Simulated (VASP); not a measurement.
# BN (BN (F-43m)) (F-43m) in VASP: further runs

Runs on BN (BN (F-43m)). Level: PBE. Tasks: single point.

Everything below comes from runs of VASP 6.6.1. Logs are shortened: lines on timing, memory, paths and dates and some standing lists are left out, and cuts for length are marked.

**1. The cell of the first run**

The structure is cubic, space group F-43m (No. 216). The conventional cell has a = 3.624 Å, b = 3.624 Å, c = 3.624 Å, α = 90.00°, β = 90.00°, γ = 90.00°. B (site symmetry -43m) has 4 N at 1.57 Å within 2.1 Å. Within 2.1 Å of N (site symmetry -43m) lie 4 B at 1.57 Å.

**2. Single point, PBE**

The input, INCAR:

```
PREC = Accurate
ENCUT = 520
EDIFF = 1E-6
ISMEAR = -1
SIGMA = 0.01
LREAL = False
LASPH = True
NELM = 60
ALGO = Normal
ISIF = 2
LWAVE = False
LCHARG = False
GGA = PE
NBANDS = 11
```

The input, KPOINTS:

```
Automatic mesh
0
Gamma
  13 13 13
```

The input, POSCAR:

```
BN
1.0
    0.0000000000      1.8120551922      1.8120551922
    1.8120551922      0.0000000000      1.8120551922
    1.8120551922      1.8120551922      0.0000000000
B N
1 1
Direct
    0.0000000000      0.0000000000      0.0000000000
    0.2500000000      0.2500000000      0.2500000000
```

Potentials or basis: VASP PAW PBE potentials, release 64 (B, N).

The run is started by

```bash
$ cat potpaw_PBE.64/B/POTCAR potpaw_PBE.64/N/POTCAR > POTCAR
$ mpirun -np 1 vasp_std > vasp.out
```

OUTCAR:

```text
PREC = Accurate
   ENCUT = 520
   EDIFF = 1E-6
   ISMEAR = -1
   LREAL = False
   LASPH = True
   NELM = 60
   ISIF = 2
   GGA = PE

 ion  position               nearest neighbor table
   1  0.000  0.000  0.000-   2 1.57   2 1.57   2 1.57   2 1.57
   2  0.250  0.250  0.250-   1 1.57   1 1.57   1 1.57   1 1.57

  LATTYP: Found a face centered cubic cell.
 ALAT       =     3.6241103844

  Lattice vectors:

 A1 = (   0.0000000000,   1.8120551922,   1.8120551922)
 A2 = (   1.8120551922,   0.0000000000,   1.8120551922)
 A3 = (   1.8120551922,   1.8120551922,   0.0000000000)

Analysis of symmetry for initial positions (statically):
=====================================================================
 Subroutine PRICEL returns:
 Original cell was already a primitive cell.

 Routine SETGRP: Setting up the symmetry group for a
 face centered cubic supercell.

 Subroutine GETGRP returns: Found 24 space group operations
 (whereof 24 operations were pure point group operations)
 out of a pool of 48 trial point group operations.

The static configuration has the point symmetry T_d .

Analysis of symmetry for dynamics (positions and initial velocities):
=====================================================================
 Subroutine PRICEL returns:
 Original cell was already a primitive cell.

 Routine SETGRP: Setting up the symmetry group for a
 face centered cubic supercell.

 Subroutine GETGRP returns: Found 24 space group operations
 (whereof 24 operations were pure point group operations)
 out of a pool of 48 trial point group operations.

The dynamic configuration has the point symmetry T_d .

 Subroutine INISYM returns: Found 24 space group operations
 (whereof 24 operations are pure point group operations),
 and found     1 'primitive' translations

----------------------------------------------------------------------------------------

                                     Primitive cell

  volume of cell :      11.8999

  direct lattice vectors                    reciprocal lattice vectors
     0.000000000  1.812055192  1.812055192    -0.275929785  0.275929785  0.275929785
     1.812055192  0.000000000  1.812055192     0.275929785 -0.275929785  0.275929785
     1.812055192  1.812055192  0.000000000     0.275929785  0.275929785 -0.275929785

  length of vectors
     2.562633029  2.562633029  2.562633029     0.477924407  0.477924407  0.477924407

[... 86 lines left out ...]
   ISIF   =      2    stress and relaxation
   ISYM   =      2    0-nonsym 1-usesym 2-fastsym
   POTIM  = 0.5000    time-step for ionic-motion
   TEBEG  =    0.0;   TEEND  =   0.0 temperature during run
   PSTRESS=    0.0 pullay stress
   NELECT =       8.0000    total number of electrons
   NUPDOWN=      -1.0000    fix difference up-down
   EMIN   =  10.00;   EMAX   =-10.00  energy-range for DOS
   EFERMI =   0.00;   METHOD = LEGACY
   ISMEAR =    -1;   SIGMA  =   0.01  broadening in eV -4-tet -1-fermi 0-gaus
   EFERMI_NEDOS =   21; number of points for ismear=-14 and -15
   IALGO  =     38    algorithm
   IMIX   =      4    mixing-type and parameters
     AMIX     =   0.40;   BMIX     =  1.00
     AMIX_MAG =   1.60;   BMIX_MAG =  1.00
  volume/ion in A,a.u.               =       5.95        40.15
  Fermi-wavevector in a.u.,A,eV,Ry     =   1.434135  2.710122 27.983695  2.056744
  Thomas-Fermi vector in A             =   2.553577
   LORBIT       =      0    0 simple, 1 ext, 2 COOP (PROOUT), +10 PAW based schemes
   GGA     = PE    functional components
   LHFCALC =     F    Hartree Fock is set to
   AEXX    =    0.0000 exact exchange contribution
   IVDW    =     0    specifies the selected vdW correction
   LEPSILON=     F    determine dielectric tensor
   LRPA    =     F    only Hartree local field effects (RPA)
 non-spin polarized calculation
  energy-cutoff  :      520.00
  volume of cell :       11.90
 maximum number of plane-waves:       331
   NGX =  9   NGY =  9   NGZ =  9

 number of electron       7.9999999 magnetization

 Free energy of the ion-electron system (eV)
  ---------------------------------------------------
  ext. energy  EPLUGINS =         0.00000000
  ---------------------------------------------------
  free energy    TOTEN  =       -17.45097191 eV

  energy without entropy =      -17.45097191  energy(sigma->0) =      -17.45097191

 E-fermi :   7.6490     XC(G=0): -12.7848

 val. band max:        7.3101974128   @ k =   0.0000   0.0000   0.0000
 cond. band min:      11.8353682260   @ k =   0.4615   0.4615   0.0000
 fundamental gap:      4.5251708133
 Fermi energy:         7.6490457161

 k-point     1 :       0.0000    0.0000    0.0000
  band No.  band energies     occupation
      1     -12.8349      2.00000
      2       7.3102      2.00000
      3       7.3102      2.00000
      4       7.3102      2.00000
      5      16.0942      0.00000
      6      16.0942      0.00000
      7      16.0942      0.00000
      8      17.5370      0.00000
      9      31.9208      0.00000
     10      34.9868      0.00000
     11      34.9868      0.00000
[... 309 lines left out ...]
 k-point    24 :       0.4615    0.1538    0.0000
  band No.  band energies     occupation
      1      -8.8889      2.00000
      2      -1.9012      2.00000
      3       4.0655      2.00000
      4       4.5028      2.00000
      5      16.1699      0.00000
      6      19.3470      0.00000
      7      19.7723      0.00000
      8      21.9055      0.00000
      9      28.0868      0.00000
     10      33.4092      0.00000
     11      35.2478      0.00000

 [... further k-points ...]

------------------------ aborting loop because EDIFF is reached ----------------------------------------

  FORCE on cell =-STRESS in cart. coord.  units (eV):
  Direction    XX          YY          ZZ          XY          YZ          ZX
  --------------------------------------------------------------------------------------
  -------------------------------------------------------------------------------------
  Total        0.0315755      0.0315755      0.0315755      0.0000000      0.0000000     -0.0000000
  in kB        4.2512432      4.2512432      4.2512432      0.0000000      0.0000000     -0.0000000
  external PRESSURE =       4.2512432 kB  Pullay stress =       0.0000000 kB

 VOLUME and BASIS-vectors are now :
 -----------------------------------------------------------------------------
  energy-cutoff  :      520.00
  volume of cell :       11.90
      direct lattice vectors                 reciprocal lattice vectors
     0.000000000  1.812055192  1.812055192    -0.275929785  0.275929785  0.275929785
     1.812055192  0.000000000  1.812055192     0.275929785 -0.275929785  0.275929785
     1.812055192  1.812055192  0.000000000     0.275929785  0.275929785 -0.275929785

 POSITION                                       TOTAL-FORCE (eV/Angst)
 -----------------------------------------------------------------------------------
      0.00000      0.00000      0.00000        -0.000000     -0.000000      0.000000
      0.90603      0.90603      0.90603         0.000000      0.000000     -0.000000
 -----------------------------------------------------------------------------------
    total drift:                                0.000000      0.000000      0.000000

  FREE ENERGIE OF THE ION-ELECTRON SYSTEM (eV)
  ---------------------------------------------------
  free  energy   TOTEN  =       -17.4509719089 eV

  energy  without entropy=      -17.4509719089  energy(sigma->0) =      -17.45097191
```

OSZICAR:

```text
N       E                     dE             d eps       ncg     rms          rms(c)
DAV:   1     0.108453708471E+02    0.10845E+02   -0.50491E+03  1904   0.726E+02
DAV:   2    -0.178886195322E+02   -0.28734E+02   -0.27903E+02  2204   0.165E+02
DAV:   3    -0.184038837793E+02   -0.51526E+00   -0.51473E+00  2190   0.194E+01
DAV:   4    -0.184044415160E+02   -0.55774E-03   -0.55773E-03  1968   0.718E-01
DAV:   5    -0.184044420491E+02   -0.53313E-06   -0.53318E-06  2175   0.216E-02    0.666E+00
DAV:   6    -0.175343902936E+02    0.87005E+00   -0.29466E+00  1944   0.988E+00    0.324E+00
DAV:   7    -0.174647941220E+02    0.69596E-01   -0.10073E-01  2076   0.263E+00    0.191E+00
DAV:   8    -0.174507060384E+02    0.14088E-01   -0.35222E-02  2066   0.136E+00    0.189E-01
DAV:   9    -0.174508782371E+02   -0.17220E-03   -0.97129E-04  1959   0.257E-01    0.828E-02
DAV:  10    -0.174509665547E+02   -0.88318E-04   -0.12287E-04  2026   0.947E-02    0.150E-02
DAV:  11    -0.174509718833E+02   -0.53286E-05   -0.94005E-06  2121   0.251E-02    0.106E-02
DAV:  12    -0.174509719089E+02   -0.25575E-07   -0.15842E-06  1119   0.866E-03
   1 F= -.17450972E+02 E0= -.17450972E+02  d E =-.190179E-17
```

It took 14 s on 1 thread of Intel Xeon 8259CL, shared host; peak memory 0.12 GiB.

What came out:

| Property | Result |
| --- | --- |
| Free energy | -17.4510 eV |
| Pressure | 0.4 GPa |
| Band gap on the k mesh | 4.53 eV, indirect (least direct gap 8.78 eV) |

Levels at points of the mesh, in eV from the valence-band top:
```csv
k point,band 1,band 2,band 3,band 4,band 5,band 6,band 7,band 8
"(0.00, 0.00, 0.00)",-20.15,0.00,0.00,0.00,8.78,8.78,8.78,10.23
```

**3. Single point, PBE**

The input, INCAR:

```
SYSTEM = BN
PREC = Accurate ; ENCUT = 520
EDIFF = 1E-6 ; ISMEAR = -1
SIGMA = 0.01 ; LREAL = Auto
LASPH = .TRUE. ; NELM = 100
ALGO = Normal ; ISIF = 2
LWAVE = .FALSE. ; LCHARG = .TRUE.
GGA = PE ; LELF = .TRUE.
LVHAR = .TRUE. ; NBANDS = 326
```

The input, KPOINTS:

```
Automatic mesh
0
Gamma
  1 1 1
  0.25 0.25 0.25
```

The input, POSCAR:

```
BN
1.0
    0.0000000000      7.2482207687      7.2482207687
    7.2482207687      0.0000000000      7.2482207687
    7.2482207687      7.2482207687      0.0000000000
B N
64 64
Direct
    0.0000000000      0.0000000000      0.0000000000
    0.0000000000      0.0000000000      0.2500000000
    0.0000000000      0.0000000000      0.5000000000
    0.0000000000      0.0000000000      0.7500000000
    0.0000000000      0.2500000000      0.0000000000
    0.0000000000      0.2500000000      0.2500000000
[... 120 lines left out ...]
    0.8125000000      0.8125000000      0.5625000000
    0.8125000000      0.8125000000      0.8125000000
```

Potentials or basis: VASP PAW PBE potentials, release 64 (B, N).

The run is started by

```bash
$ cat potpaw_PBE.64/B/POTCAR potpaw_PBE.64/N/POTCAR > POTCAR
$ mpirun -np 1 vasp_std > vasp.out
```

Run time: 26 min. Hardware: 1 thread of AMD EPYC 7R13, shared host; peak memory 1 GiB.

It converged, with:

| Quantity | Value |
| --- | --- |
| Free energy | -1114.5511 eV |
| Pressure | 0.8 GPa |
| Band gap on the k mesh | 4.87 eV |

Levels at points of the mesh, in eV from the valence-band top:
```csv
k point,band 252,band 253,band 254,band 255,band 256,band 257,band 258,band 259,band 260,band 261
"(0.25, 0.25, 0.25)",-0.64,-0.64,-0.43,0.00,0.00,4.87,4.87,4.87,6.63,6.63
```

Caveat: the k points lie up to 0.75 Å⁻¹ apart. A k mesh can miss the band edges.
